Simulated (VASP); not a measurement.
# CaPtCl6 (Fm-3m) in VASP: further runs, part 2 of 2

VASP 6.6.1. Earlier steps stand in the parts before.

### 4 Single point, PBE

This run uses another cell than the first one, of 38.39 Å³/atom.

File INCAR:

```
SYSTEM = CaPtCl6
ALGO = Normal
EDIFF = 1E-6
ENCUT = 520
GGA = PE
ISIF = 2
ISMEAR = 0
LASPH = .TRUE.
LCHARG = .FALSE.
LREAL = .FALSE.
LWAVE = .FALSE.
NBANDS = 41
NELM = 80
PREC = Accurate
SIGMA = 0.1
```

File KPOINTS:

```
k-points
0
G
  4 4 4
  0 0 0
```

File POSCAR:

```
CaPtCl6
1.0
    0.0000000000      5.3550000000      5.3550000000
    5.3550000000      0.0000000000      5.3550000000
    5.3550000000      5.3550000000      0.0000000000
Ca Pt Cl
1 1 6
Direct
    0.5000000000      0.5000000000      0.5000000000
    0.0000000000      0.0000000000      0.0000000000
    0.7500000000      0.2500000000      0.2500000000
    0.2500000000      0.7500000000      0.7500000000
    0.2500000000      0.7500000000      0.2500000000
    0.7500000000      0.2500000000      0.7500000000
    0.2500000000      0.2500000000      0.7500000000
    0.7500000000      0.7500000000      0.2500000000
```

Potentials or basis: VASP PAW PBE potentials, release 64 (Ca_sv, Pt, Cl).

Launch:

```sh
$ cat potpaw_PBE.64/Ca_sv/POTCAR potpaw_PBE.64/Pt/POTCAR potpaw_PBE.64/Cl/POTCAR > POTCAR
$ mpirun -np 1 vasp_std > vasp.out
```

OUTCAR:

```text
SYSTEM = CaPtCl6
   EDIFF = 1E-6
   ENCUT = 520
   GGA = PE
   ISIF = 2
   ISMEAR = 0
   LASPH = .TRUE.
   LREAL = .FALSE.
   NELM = 80
   PREC = Accurate

 ion  position               nearest neighbor table
   1  0.500  0.500  0.500-   3 2.68   4 2.68   5 2.68   6 2.68   7 2.68   8 2.68
   2  0.000  0.000  0.000-   3 2.68   4 2.68   5 2.68   6 2.68   7 2.68   8 2.68
   3  0.750  0.250  0.250-   1 2.68   2 2.68
   4  0.250  0.750  0.750-   1 2.68   2 2.68
   5  0.250  0.750  0.250-   1 2.68   2 2.68
   6  0.750  0.250  0.750-   1 2.68   2 2.68
   7  0.250  0.250  0.750-   1 2.68   2 2.68
   8  0.750  0.750  0.250-   1 2.68   2 2.68
[... 544 lines left out ...]
  Total       -8.9703751     -8.9703751     -8.9703751      0.0000000      0.0000000      0.0000000
  in kB      -46.7964345    -46.7964345    -46.7964345      0.0000000      0.0000000      0.0000000
  external PRESSURE =     -46.7964345 kB  Pullay stress =       0.0000000 kB

 VOLUME and BASIS-vectors are now :
 -----------------------------------------------------------------------------
  energy-cutoff  :      520.00
  volume of cell :      307.12
      direct lattice vectors                 reciprocal lattice vectors
     0.000000000  5.355000000  5.355000000    -0.093370682  0.093370682  0.093370682
     5.355000000  0.000000000  5.355000000     0.093370682 -0.093370682  0.093370682
     5.355000000  5.355000000  0.000000000     0.093370682  0.093370682 -0.093370682

 POSITION                                       TOTAL-FORCE (eV/Angst)
 -----------------------------------------------------------------------------------
      5.35500      5.35500      5.35500         0.000000      0.000000      0.000000
      0.00000      0.00000      0.00000         0.000000      0.000000      0.000000
      2.67750      5.35500      5.35500        -2.078953      0.000000      0.000000
      8.03250      5.35500      5.35500         2.078953      0.000000      0.000000
      5.35500      2.67750      5.35500         0.000000     -2.078953      0.000000
      5.35500      8.03250      5.35500         0.000000      2.078953      0.000000
      5.35500      5.35500      2.67750         0.000000      0.000000     -2.078953
      5.35500      5.35500      8.03250         0.000000      0.000000      2.078953
 -----------------------------------------------------------------------------------
    total drift:                               -0.000000     -0.000000     -0.000000

  FREE ENERGIE OF THE ION-ELECTRON SYSTEM (eV)
  ---------------------------------------------------
  free  energy   TOTEN  =       -24.3011157256 eV

  energy  without entropy=      -24.2805167986  energy(sigma->0) =      -24.29081626
```

OSZICAR:

```text
N       E                     dE             d eps       ncg     rms          rms(c)
DAV:   1     0.501822442351E+03    0.50182E+03   -0.26524E+04   664   0.127E+03
DAV:   2     0.218170300925E+02   -0.48001E+03   -0.46479E+03   843   0.278E+02
DAV:   3    -0.285457236254E+02   -0.50363E+02   -0.49713E+02   896   0.909E+01
DAV:   4    -0.300846497674E+02   -0.15389E+01   -0.15341E+01  1047   0.163E+01
DAV:   5    -0.301445769506E+02   -0.59927E-01   -0.59912E-01  1015   0.206E+00    0.140E+01
DAV:   6    -0.284127642781E+02    0.17318E+01   -0.75660E+01   676   0.236E+01    0.297E+01
DAV:   7    -0.244818890640E+02    0.39309E+01   -0.86769E+00   678   0.140E+01    0.495E+00
DAV:   8    -0.243290852864E+02    0.15280E+00   -0.60531E-01   828   0.298E+00    0.247E+00
DAV:   9    -0.242980628184E+02    0.31022E-01   -0.10737E-01   829   0.157E+00    0.533E-01
DAV:  10    -0.243004075325E+02   -0.23447E-02   -0.10262E-02   925   0.469E-01    0.225E-01
DAV:  11    -0.243010055611E+02   -0.59803E-03   -0.18545E-03   838   0.197E-01    0.682E-02
DAV:  12    -0.243010821617E+02   -0.76601E-04   -0.23026E-04   824   0.732E-02    0.373E-02
DAV:  13    -0.243011111887E+02   -0.29027E-04   -0.74515E-05   990   0.355E-02    0.134E-02
DAV:  14    -0.243011152206E+02   -0.40319E-05   -0.13752E-05   799   0.174E-02    0.505E-03
DAV:  15    -0.243011157256E+02   -0.50499E-06   -0.18537E-06   606   0.710E-03
   1 F= -.24301116E+02 E0= -.24290816E+02  d E =-.205989E-01
```

It took 74 s on 1 thread of Intel Xeon 6975P-C (Granite Rapids), shared host; peak memory 0.44 GiB.

Results:

| Property | Result |
| --- | --- |
| Free energy | -24.3011 eV |
| Pressure | -4.7 GPa |

Levels at points of the mesh, in eV from the Fermi level:
```tsv
k point	band 27	band 28	band 29	band 30	band 31	band 32	band 33	band 34	band 35	band 36
(0.00, 0.00, 0.00)	-0.52	-0.52	-0.06	-0.06	-0.06	0.29	0.29	3.30	5.94	5.94
(0.50, 0.00, 0.00)	-0.38	-0.35	-0.35	-0.31	-0.30	0.59	0.59	4.15	5.80	5.96
(0.50, 0.50, 0.00)	-0.52	-0.52	-0.12	-0.12	-0.07	-0.05	0.29	3.58	5.96	6.10
```

Caveat: the cell stands under tension; spin-orbit coupling is left out, which moves the levels of the heavy elements.

### 5 Single point, PBE

File INCAR:

```
PREC = Accurate ; ENCUT = 520
EDIFF = 1E-7 ; ISMEAR = 0
SIGMA = 0.02 ; LREAL = False
LASPH = True ; NELM = 100
ALGO = Normal ; ISIF = 2
LWAVE = False ; LCHARG = True
GGA = PE ; LELF = True
LVHAR = True ; NBANDS = 41
```

File KPOINTS:

```
regular mesh
0
Gamma
  6 6 6
```

File POSCAR:

```
CaPtCl6
1.0
    0.0000000000      5.0790517221      5.0790517221
    5.0790517221      0.0000000000      5.0790517221
    5.0790517221      5.0790517221      0.0000000000
Ca Pt Cl
1 1 6
Direct
    0.5000000000      0.5000000000      0.5000000000
    0.0000000000      0.0000000000      0.0000000000
    0.7696729472      0.2303270528      0.2303270528
    0.2303270528      0.7696729472      0.7696729472
    0.2303270528      0.7696729472      0.2303270528
    0.7696729472      0.2303270528      0.7696729472
    0.2303270528      0.2303270528      0.7696729472
    0.7696729472      0.7696729472      0.2303270528
```

Launch:

```sh
$ cat potpaw_PBE.64/Ca_sv/POTCAR potpaw_PBE.64/Pt/POTCAR potpaw_PBE.64/Cl/POTCAR > POTCAR
$ mpirun -np 1 vasp_std > vasp.out
```

Run time: 2.4 min. Hardware: 1 thread of Intel Xeon 6975P-C (Granite Rapids), shared host; peak memory 0.49 GiB.

Results (log left out):

| Quantity | Value |
| --- | --- |
| Free energy | -27.0048 eV |
| Pressure | -0.1 GPa |
| Largest force | 0.052 eV/Å |
| Band gap on the k mesh | 1.16 eV |

Forces on the atoms (eV/Å):
```
Ca   0.000  0.000  0.000
Pt   0.000  0.000  0.000
Cl  -0.052  0.000  0.000
Cl   0.052  0.000  0.000
Cl   0.000 -0.052  0.000
Cl   0.000  0.052  0.000
Cl   0.000  0.000 -0.052
Cl   0.000  0.000  0.052
```

Levels at points of the mesh, in eV from the valence-band top:
```
           k point  band 28  band 29  band 30  band 31  band 32  band 33  band 34  band 35
(0.00, 0.00, 0.00)    -0.63    -0.07    -0.07    -0.07     1.57     1.57     4.98     5.43
(0.50, 0.00, 0.00)    -0.36    -0.28    -0.23    -0.23     1.94     1.94     5.28     5.41
(0.50, 0.50, 0.00)    -0.65    -0.07     0.00     0.00     1.16     1.56     4.97     5.44
```

Caveat: spin-orbit coupling is left out, which moves the levels of the heavy elements. A k mesh can miss the band edges.

### 6 Overview

| cell | k mesh | smearing | gap on the mesh (eV) | pressure (GPa) | largest force (eV/Å) |
| --- | --- | --- | --- | --- | --- |
| a = 7.183 Å, angles 60.0°, 8 atoms, atomic positions A | 2 × 2 × 2 | gaussian 0.1 eV | 1.16 | -0.1 | 0.06 |
| a = 7.183 Å, angles 60.0°, 8 atoms, atomic positions A | 4 × 4 × 4 | gaussian 0.1 eV | 1.16 | -0.1 | 0.05 |
| a = 7.573 Å, angles 60.0°, 8 atoms, atomic positions B | 4 × 4 × 4 | gaussian 0.1 eV | - | -4.7 | - |
| a = 7.183 Å, angles 60.0°, 8 atoms, atomic positions A | 6 × 6 × 6 | gaussian 0.02 eV | 1.16 | -0.1 | 0.05 |

Alike in all rows: task single point; level PBE; potentials or basis VASP PAW PBE potentials, release 64 (Ca_sv, Pt, Cl); no spin polarisation; cutoff (eV) 520.

Caveats: some runs use coarse meshes; spin-orbit coupling is left out, which moves the levels of the heavy elements; the cell stands under tension (at least some runs).

Total energies depend on the potentials used, so only differences within one code and one set of settings carry meaning.
